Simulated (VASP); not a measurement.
# Pt9Rh7 (P1) in VASP: a series of runs

The runs below take Pt9Rh7 through single point, with PBE.

Program: VASP 6.6.1. These are calculated values, not measurements. Logs are shortened: lines on timing, memory, paths and dates and some standing lists are left out, and cuts for length are marked.

**1. The cell of the first run**

The typed cell holds 16 atoms: a = 6.766 Å, b = 6.766 Å, c = 6.766 Å, α = 109.47°, β = 109.49°, γ = 109.47°.

**2. Single point, PBE**

INCAR reads:

```
SYSTEM = Pt9Rh7
PREC = Accurate ; ENCUT = 520
EDIFF = 1E-6 ; ISMEAR = 0
SIGMA = 0.1 ; LREAL = Auto
LASPH = .TRUE. ; NELM = 100
ALGO = Fast ; ISIF = 2
LWAVE = .FALSE. ; LCHARG = .FALSE.
GGA = PE ; NBANDS = 112
ISYM = 0
```

KPOINTS reads:

```
Automatic mesh
0
G
  3 3 3
  0 0 0
```

POSCAR reads:

```
Pt9Rh7
1.0
   -3.9067971422      3.9064272212     -3.9052337462
    3.9063423272      3.9064450163      3.9057063563
    3.9065840696     -3.9068998313     -3.9054932838
Rh Pt
7 9
Direct
    0.7515210258      0.5036384811      0.7492871453
    0.5030405487      0.7471407390      0.7491843031
    0.4975535988      0.2496422305      0.2516790431
    0.7461281128      0.7441717833      0.5029035178
    0.0001964639      0.9955086484     -0.0023478227
    0.2538660244      0.4980762405      0.2517274566
    0.2493451246      0.7499967802      1.0003678498
    0.2490926733      0.9962492984      0.7535542445
    1.0002544886      0.2495215232      0.7536350304
    0.5001851447      0.9960732868      0.4982027318
    0.2535939308      0.2516296336      0.4984768752
    1.0001863537      0.5005894845      0.5027412074
    0.7470921280      0.9963295129      0.2473912780
    1.0003239683      0.7473148272      0.2472465115
    0.7514221248      0.2474929701      1.0003939132
    0.5001510345      0.5006959268      0.0028467471
```

Potentials or basis: VASP PAW PBE potentials, release 64 (Rh_pv, Pt).

Run with:

```
$ cat potpaw_PBE.64/Rh_pv/POTCAR potpaw_PBE.64/Pt/POTCAR > POTCAR
$ mpirun -np 1 vasp_std > vasp.out
```

OUTCAR:

```text
SYSTEM = Pt9Rh7
   PREC = Accurate
   ENCUT = 520
   EDIFF = 1E-6
   ISMEAR = 0
   LREAL = Auto
   LASPH = .TRUE.
   NELM = 100
   ISIF = 2
   GGA = PE
   ISYM = 0

 ion  position               nearest neighbor table
   1  0.752  0.504  0.749-   4 2.69   5 2.72   2 2.72  12 2.74   3 2.75   7 2.75  11 2.75  14 2.75
                             9 2.78  16 2.79  15 2.80  10 2.80
   2  0.503  0.747  0.749-   4 2.70   1 2.72  11 2.74   5 2.75   6 2.75  13 2.75  10 2.76  16 2.76
                            15 2.76  12 2.78   8 2.78   7 2.79
   3  0.498  0.250  0.252-  11 2.71   6 2.72   4 2.73   5 2.75   1 2.75   8 2.75   7 2.76  16 2.76
                            10 2.76  12 2.78  13 2.78  15 2.79
   4  0.746  0.744  0.503-   1 2.69   2 2.70   6 2.72   3 2.73   5 2.73  12 2.75  10 2.75  16 2.76
                             8 2.78   9 2.79  13 2.80  14 2.82
   5  0.000  0.996  0.998-   1 2.72   8 2.72   7 2.73   4 2.73   2 2.75   3 2.75  14 2.75   9 2.75
                            15 2.77  11 2.77   6 2.78  13 2.78
   6  0.254  0.498  0.252-   3 2.72   4 2.72  11 2.72  16 2.74   2 2.75  10 2.75   9 2.75  15 2.78
                             5 2.78  14 2.78   7 2.78  12 2.79
   7  0.249  0.750  0.000-   8 2.72   5 2.73  14 2.74  12 2.75  13 2.75   1 2.75  10 2.75   3 2.76
                            16 2.76   9 2.76   6 2.78   2 2.79
   8  0.249  0.996  0.754-   7 2.72   5 2.72  12 2.74   3 2.75   9 2.77  15 2.77   4 2.78   2 2.78
                            16 2.79  14 2.80  10 2.80  11 2.82
   9  0.000  0.250  0.754-  15 2.74   5 2.75   6 2.75  16 2.76  10 2.76   7 2.76  12 2.77   8 2.77
                             1 2.78   4 2.79  13 2.80  11 2.81
  10  0.500  0.996  0.498-  13 2.75   7 2.75   4 2.75   6 2.75  14 2.76   2 2.76   9 2.76   3 2.76
                            15 2.77  11 2.77   8 2.80   1 2.80
  11  0.254  0.252  0.498-   3 2.71   6 2.72   2 2.74   1 2.75   5 2.77  10 2.77  12 2.78  14 2.79
                            16 2.79  13 2.80   9 2.81   8 2.82
  12  0.000  0.501  0.503-   1 2.74   8 2.74   7 2.75   4 2.75   9 2.77  14 2.77  15 2.77  11 2.78
                             3 2.78   2 2.78  13 2.79   6 2.79
  13  0.747  0.996  0.247-  16 2.74   7 2.75  10 2.75  15 2.75   2 2.75  14 2.77   3 2.78   5 2.78
                            12 2.79   9 2.80  11 2.80   4 2.80
  14  0.000  0.747  0.247-   7 2.74   5 2.75   1 2.75  10 2.76  15 2.76  16 2.76  13 2.77  12 2.77
                             6 2.78  11 2.79   8 2.80   4 2.82
  15  0.751  0.247  0.000-   9 2.74  13 2.75  14 2.76   2 2.76   5 2.77  10 2.77   8 2.77  12 2.77
                             6 2.78  16 2.79   3 2.79   1 2.80
  16  0.500  0.501  0.003-   6 2.74  13 2.74   9 2.76   3 2.76   4 2.76   7 2.76  14 2.76   2 2.76
                            11 2.79  15 2.79   8 2.79   1 2.79

IMPORTANT INFORMATION: All symmetrisations will be switched off!
NOSYMM: (Re-)initialisation of all symmetry stuff for point group C_1.

----------------------------------------------------------------------------------------

                                     Primitive cell

  volume of cell :     238.3888

  direct lattice vectors                    reciprocal lattice vectors
    -3.906797142  3.906427221 -3.905233746     0.000010943  0.128001647 -0.128036800
     3.906342327  3.906445016  3.905706356     0.128000466  0.128001354 -0.000011237
     3.906584070 -3.906899831 -3.905493284     0.127996507  0.000015196 -0.128032548

  length of vectors
     6.765655043  6.765675516  6.765954713     0.181046525  0.181020623  0.181039883

  position of ions in fractional coordinates (direct lattice)
     0.751521026  0.503638481  0.749287145
     0.503040549  0.747140739  0.749184303
     0.497553599  0.249642231  0.251679043
     0.746128113  0.744171783  0.502903518
     0.000196464  0.995508648  0.997652177
     0.253866024  0.498076240  0.251727457
[... 8 lines left out ...]
     0.751422125  0.247492970  0.000393913
     0.500151034  0.500695927  0.002846747

  ion indices of the primitive-cell ions
   primitive index   ion index
                 1           1
                 2           2
                 3           3
                 4           4
                 5           5
                 6           6
[... 8 lines left out ...]
                15          15
                16          16

----------------------------------------------------------------------------------------

 KPOINTS: Automatic mesh

Automatic generation of k-mesh.
 Grid dimensions read from file:
 generate k-points for:    3    3    3

 Generating k-lattice:

  Cartesian coordinates                     Fractional coordinates (reciprocal lattice)
     0.000003648  0.042667216 -0.042678933     0.333333333  0.000000000  0.000000000
     0.042666822  0.042667118 -0.000003746    -0.000000000  0.333333333  0.000000000
     0.042665502  0.000005065 -0.042677516     0.000000000 -0.000000000  0.333333333

  Length of vectors
     0.060348842  0.060340208  0.060346628

  Shift w.r.t. Gamma in fractional coordinates (k-lattice)
     0.000000000  0.000000000  0.000000000

 Subroutine IBZKPT returns following result:
 ===========================================

 Found     14 irreducible k-points:

 Following reciprocal coordinates:
            Coordinates               Weight
  0.000000  0.000000  0.000000      1.000000
  0.333333 -0.000000 -0.000000      2.000000
  0.000000  0.000000 -0.333333      2.000000
 -0.000000  0.333333 -0.000000      2.000000
  0.333333  0.333333 -0.000000      2.000000
  0.000000 -0.333333 -0.333333      2.000000
 -0.333333  0.333333  0.000000      2.000000
  0.000000 -0.333333  0.333333      2.000000
  0.333333  0.000000  0.333333      2.000000
 -0.333333 -0.000000  0.333333      2.000000
  0.333333  0.333333  0.333333      2.000000
 -0.333333  0.333333  0.333333      2.000000
 -0.333333 -0.333333  0.333333      2.000000
  0.333333 -0.333333  0.333333      2.000000
   k-points           NKPTS =     14   k-points in BZ     NKDIM =     14   number of bands    NBANDS=    112
   number of dos      NEDOS =    301   number of ions     NIONS =     16
   total plane-waves  NPLWV = 125000
   dimension x,y,z NGX =    50 NGY =   50 NGZ =   50
   dimension x,y,z NGXF=   100 NGYF=  100 NGZF=  100
   ions per type =               7   9
   NGX,Y,Z   is equivalent  to a cutoff of  12.29, 12.29, 12.29 a.u.
   NGXF,Y,Z  is equivalent  to a cutoff of  24.57, 24.57, 24.57 a.u.
 SYSTEM =  Pt9Rh7
   PREC   = accura    normal or accurate (medium, high low for compatibility)
   ISTART =      0    job   : 0-new  1-cont  2-samecut
   ICHARG =      2    charge: 1-file 2-atom 10-const
   ISPIN  =      1    spin polarized calculation?
   LNONCOLLINEAR =      F non collinear calculations
   LSORBIT =      F    spin-orbit coupling
   LASPH  =      T    aspherical Exc in radial PAW
   ENCUT  =  520.0 eV  38.22 Ry    6.18 a.u.  12.58 12.58 12.58*2*pi/ulx,y,z
   NELM   =    100;   NELMIN=  2; NELMDL= -5     # of ELM steps
   EDIFF  = 0.1E-05   stopping-criterion for ELM
   LREAL  =      T    real-space projection
   EDIFFG = 0.1E-04   stopping-criterion for IOM
   NSW    =      0    number of steps for IOM
   IBRION =     -1    ionic relax: 0-MD 1-quasi-New 2-CG
   NFREE  =      0    steps in history (QN), initial steepest desc. (CG)
   ISIF   =      2    stress and relaxation
   ISYM   =      0    0-nonsym 1-usesym 2-fastsym
   POTIM  = 0.5000    time-step for ionic-motion
   TEBEG  =    0.0;   TEEND  =   0.0 temperature during run
   PSTRESS=    0.0 pullay stress
   NELECT =     195.0000    total number of electrons
   NUPDOWN=      -1.0000    fix difference up-down
   EMIN   =  10.00;   EMAX   =-10.00  energy-range for DOS
   EFERMI =   0.00;   METHOD = LEGACY
   ISMEAR =     0;   SIGMA  =   0.10  broadening in eV -4-tet -1-fermi 0-gaus
   EFERMI_NEDOS =   21; number of points for ismear=-14 and -15
   IALGO  =     68    algorithm
   IMIX   =      4    mixing-type and parameters
     AMIX     =   0.40;   BMIX     =  1.00
     AMIX_MAG =   1.60;   BMIX_MAG =  1.00
  volume/ion in A,a.u.               =      14.90       100.55
  Fermi-wavevector in a.u.,A,eV,Ry     =   1.531056  2.893276 31.893857  2.344132
  Thomas-Fermi vector in A             =   2.638453
   LORBIT       =      0    0 simple, 1 ext, 2 COOP (PROOUT), +10 PAW based schemes
   GGA     = PE    functional components
   LHFCALC =     F    Hartree Fock is set to
   AEXX    =    0.0000 exact exchange contribution
   IVDW    =     0    specifies the selected vdW correction
   LEPSILON=     F    determine dielectric tensor
   LRPA    =     F    only Hartree local field effects (RPA)
 non-spin polarized calculation
 RMM-DIIS sequential band-by-band and
 Gauss-broadening in eV      SIGMA  =   0.10
  energy-cutoff  :      520.00
  volume of cell :      238.39
 maximum number of plane-waves:      6459
 NGX is ok and might be reduce to    50
   NGX = 25   NGY = 25   NGZ = 25

 number of electron     195.0000001 magnetization

 Free energy of the ion-electron system (eV)
  ---------------------------------------------------
  ext. energy  EPLUGINS =         0.00000000
  ---------------------------------------------------
  free energy    TOTEN  =      -106.44411444 eV

  energy without entropy =     -106.35659367  energy(sigma->0) =     -106.40035405

 E-fermi :  11.0905     XC(G=0): -13.5472

 val. band max:       11.0760737648   @ k =  -0.0000   0.3333  -0.0000
 cond. band min:      11.1005470979   @ k =  -0.3333   0.3333   0.3333
 fundamental gap:      0.0244733332
 Fermi energy:        11.0904799592

 k-point     1 :       0.0000    0.0000    0.0000
  band No.  band energies     occupation
      1     -35.6350      2.00000
      2     -35.5869      2.00000
      3     -35.5726      2.00000
      4     -35.5389      2.00000
      5     -35.5272      2.00000
      6     -35.5020      2.00000
[... 101 lines left out ...]
    108      13.2633      0.00000
    109      13.2984      0.00000

 k-point     2 :       0.3333   -0.0000   -0.0000
  band No.  band energies     occupation
      1     -35.6376      2.00000
      2     -35.5882      2.00000
      3     -35.5835      2.00000
      4     -35.5502      2.00000
      5     -35.5219      2.00000
      6     -35.4992      2.00000
[... 1336 lines left out ...]
 k-point    14 :       0.3333   -0.3333    0.3333
  band No.  band energies     occupation
      1     -35.6382      2.00000
      2     -35.5939      2.00000
      3     -35.5836      2.00000
      4     -35.5487      2.00000
      5     -35.5229      2.00000
      6     -35.4977      2.00000
[... 101 lines left out ...]
    108      12.4777      0.00000
    109      12.5354      0.00000
 [bands above 109 left out]

------------------------ aborting loop because EDIFF is reached ----------------------------------------

  FORCE on cell =-STRESS in cart. coord.  units (eV):
  Direction    XX          YY          ZZ          XY          YZ          ZX
  --------------------------------------------------------------------------------------
  -------------------------------------------------------------------------------------
  Total       -0.2409306     -0.1327820     -0.2639421     -0.0566236      0.0616793     -0.0238965
  in kB       -1.6192603     -0.8924087     -1.7739174     -0.3805590      0.4145378     -0.1606050
  external PRESSURE =      -1.4285288 kB  Pullay stress =       0.0000000 kB

 VOLUME and BASIS-vectors are now :
 -----------------------------------------------------------------------------
  energy-cutoff  :      520.00
  volume of cell :      238.39
      direct lattice vectors                 reciprocal lattice vectors
    -3.906797142  3.906427221 -3.905233746     0.000010943  0.128001647 -0.128036800
     3.906342327  3.906445016  3.905706356     0.128000466  0.128001354 -0.000011237
     3.906584070 -3.906899831 -3.905493284     0.127996507  0.000015196 -0.128032548

 POSITION                                       TOTAL-FORCE (eV/Angst)
 -----------------------------------------------------------------------------------
      1.95850      1.97581     -3.89414        -0.002369     -0.005183     -0.004458
      3.88006      1.95677     -1.97231         0.004101     -0.001876      0.002237
      0.01455      1.93559     -1.95096        -0.002584      0.002038     -0.002456
      1.95665      3.85697     -1.97137        -0.002156      0.008319      0.001133
      7.78544     -0.00806     -0.00893         0.004469      0.000896     -0.000805
      1.93725      1.95394     -0.02919         0.002835     -0.001957      0.003802
[... 8 lines left out ...]
     -1.96732      3.90065     -1.96938         0.001481     -0.002332     -0.001048
      0.01302      3.89862     -0.00875        -0.004351     -0.000547      0.001148
 -----------------------------------------------------------------------------------
    total drift:                               -0.014500     -0.002054      0.001994

  FREE ENERGIE OF THE ION-ELECTRON SYSTEM (eV)
  ---------------------------------------------------
  free  energy   TOTEN  =      -106.4441144361 eV

  energy  without entropy=     -106.3565936695  energy(sigma->0) =     -106.40035405
```

Run time: 31 min. Hardware: 1 thread of Intel Xeon 8259CL, shared host; peak memory 0.49 GiB.

What came out:

| Property | Result |
| --- | --- |
| Free energy | -106.4441 eV |
| Pressure | -0.1 GPa |
| Largest force | 0.009 eV/Å |
| Band gap on the k mesh | zero (an odd number of electrons rules out a gap without spin polarisation) |

Forces on the atoms (eV/Å):
```
Rh  -0.002 -0.005 -0.004
Rh   0.004 -0.002  0.002
Rh  -0.003  0.002 -0.002
Rh  -0.002  0.008  0.001
Rh   0.004  0.001 -0.001
Rh   0.003 -0.002  0.004
Rh   0.002 -0.001  0.000
Pt   0.000  0.003  0.003
Pt  -0.002 -0.001  0.000
Pt   0.009  0.001  0.000
Pt   0.000  0.004 -0.001
Pt  -0.006  0.000  0.002
Pt   0.000 -0.002 -0.003
Pt  -0.004 -0.002 -0.001
Pt   0.001 -0.002 -0.001
Pt  -0.004 -0.001  0.001
```

Caveat: the k points lie up to 0.38 Å⁻¹ apart, too coarse for converged energies and pressures of a metal; spin-orbit coupling is left out, which moves the levels of the heavy elements.

**3. Single point, PBE**

INCAR reads:

```
SYSTEM = Pt9Rh7
  PREC = Accurate
  ENCUT = 520
  EDIFF = 1E-6
  ISMEAR = 0
  SIGMA = 0.1
  LREAL = Auto
  LASPH = .TRUE.
  NELM = 100
  ALGO = Fast
  ISIF = 2
  LWAVE = .FALSE.
  LCHARG = .FALSE.
  GGA = PE
  ISYM = 0
  NBANDS = 112
```

KPOINTS reads:

```
regular mesh
0
G
  3 3 3
  0 0 0
```

POSCAR reads:

```
Pt9Rh7
1.0
   -3.9057344291      3.9062947821     -3.9114817026
    3.9058994383      3.9047851882      3.9098070995
    3.9071095331     -3.9046201790     -3.9111822035
Rh Pt
7 9
Direct
    0.2501260994      0.2472107702      0.4962709918
    0.4938325401      0.2473661508      0.2480536200
    1.0067596716      1.0009599886      0.0069081087
    0.2502175100      0.4956340015      0.2475850746
    1.0019253945      0.7499520770      0.2481128536
    0.4983759633      0.4985040639      0.0012129323
    0.2503372731      0.7499591811      1.0045628484
    0.2501860484      0.0009112128      0.7528980686
    1.0055369086      0.2517772013      0.7548670459
    0.4949208490      0.9965714328      0.4951075137
    0.7504158200      0.5011631431      0.7530382520
    0.4991166920      0.7454121513      0.7505209660
    0.0010436567      0.4984782300      0.4990906297
    0.7504037435      0.9963742458      0.2482859823
    0.7479277418      0.7452050560      0.4969513534
    0.7522523144      0.2518601559      1.0037583651
```

Potentials or basis: VASP PAW PBE potentials, release 64 (Rh_pv, Pt).

Run with:

```
$ cat potpaw_PBE.64/Rh_pv/POTCAR potpaw_PBE.64/Pt/POTCAR > POTCAR
$ mpirun -np 1 vasp_std > vasp.out
```

OUTCAR:

```text
SYSTEM = Pt9Rh7
   PREC = Accurate
   ENCUT = 520
   EDIFF = 1E-6
   ISMEAR = 0
   LREAL = Auto
   LASPH = .TRUE.
   NELM = 100
   ISIF = 2
   GGA = PE
   ISYM = 0

 ion  position               nearest neighbor table
   1  0.250  0.247  0.496-   3 2.71   2 2.72  10 2.74   5 2.75   4 2.75  12 2.75  14 2.76  13 2.77
                            11 2.77   8 2.78   9 2.78   6 2.79
   2  0.494  0.247  0.248-   3 2.69   1 2.72   4 2.72   8 2.74   7 2.75  15 2.75  10 2.75   6 2.75
                            16 2.78  11 2.79  13 2.80  14 2.81
   3  0.007  0.001  0.007-   2 2.69   1 2.71   5 2.72   4 2.73   7 2.73   8 2.75  14 2.75  11 2.76
[... 1775 lines left out ...]
  in kB       -4.1638009     -4.3405071     -5.9133964     -0.0222647      0.0096197     -0.0276905
  external PRESSURE =      -4.8059015 kB  Pullay stress =       0.0000000 kB

 VOLUME and BASIS-vectors are now :
 -----------------------------------------------------------------------------
  energy-cutoff  :      520.00
  volume of cell :      238.70
      direct lattice vectors                 reciprocal lattice vectors
    -3.905734429  3.906294782 -3.911481703    -0.000025197  0.127995870 -0.127806295
     3.905899438  3.904785188  3.909807100     0.127988967  0.128020577  0.000049904
     3.907109533 -3.904620179 -3.911182204     0.127969167 -0.000030105 -0.127811202

 POSITION                                       TOTAL-FORCE (eV/Angst)
 -----------------------------------------------------------------------------------
      1.92764      0.00462     -1.95282         0.005666     -0.000476     -0.005813
      0.00658      1.92641     -1.93465        -0.001800      0.004677      0.000928
      0.00434      0.00318     -0.04971         0.000307      0.002143     -0.000249
      1.92596      1.94604     -0.00924         0.009633      0.005137      0.000982
      3.89112      1.96714      1.95422         0.003679     -0.009907      0.001284
      0.00532      3.88862     -0.00508        -0.004439      0.005435     -0.007641
[... 8 lines left out ...]
      1.93113      3.89109     -1.95556         0.009963      0.006150     -0.002940
     -1.93967      3.90730     -1.97240        -0.014382     -0.000897      0.007977
 -----------------------------------------------------------------------------------
    total drift:                               -0.003373     -0.009342     -0.012850

  FREE ENERGIE OF THE ION-ELECTRON SYSTEM (eV)
  ---------------------------------------------------
  free  energy   TOTEN  =      -106.4433726202 eV

  energy  without entropy=     -106.3553268086  energy(sigma->0) =     -106.39934971
```

Wall time 33 min (1 thread of Intel Xeon 8259CL, shared host); peak memory 0.5 GiB.

What came out:

```yaml
Free_energy: -106.4434 eV
Pressure: -0.5 GPa
Largest_force: 0.018 eV/Å
Band_gap_on_the_k_mesh: zero (an odd number of electrons rules out a gap without spin polarisation)
```

Forces on the atoms (eV/Å):
```
Rh   0.006  0.000 -0.006
Rh  -0.002  0.005  0.001
Rh   0.000  0.002  0.000
Rh   0.010  0.005  0.001
Rh   0.004 -0.010  0.001
Rh  -0.004  0.005 -0.008
Rh  -0.012  0.001  0.008
Pt  -0.011  0.003 -0.002
Pt  -0.007 -0.008  0.013
Pt   0.004  0.005 -0.017
Pt  -0.008 -0.013 -0.001
Pt   0.004  0.008  0.006
Pt   0.017 -0.002 -0.004
Pt   0.004 -0.007  0.002
Pt   0.010  0.006 -0.003
Pt  -0.014 -0.001  0.008
```

Levels at points of the mesh, in eV from the Fermi level:
| k point | band 98 | band 99 | band 100 | band 101 | band 102 | band 103 |
| --- | --- | --- | --- | --- | --- | --- |
| (0.00, 0.00, 0.00) | 0.58 | 0.60 | 0.66 | 0.67 | 0.68 | 1.92 |

Caveat: the k points lie up to 0.38 Å⁻¹ apart, too coarse for converged energies and pressures of a metal; spin-orbit coupling is left out, which moves the levels of the heavy elements.

The gap in the log of VASP goes by the Fermi energy; the results here count the filled bands.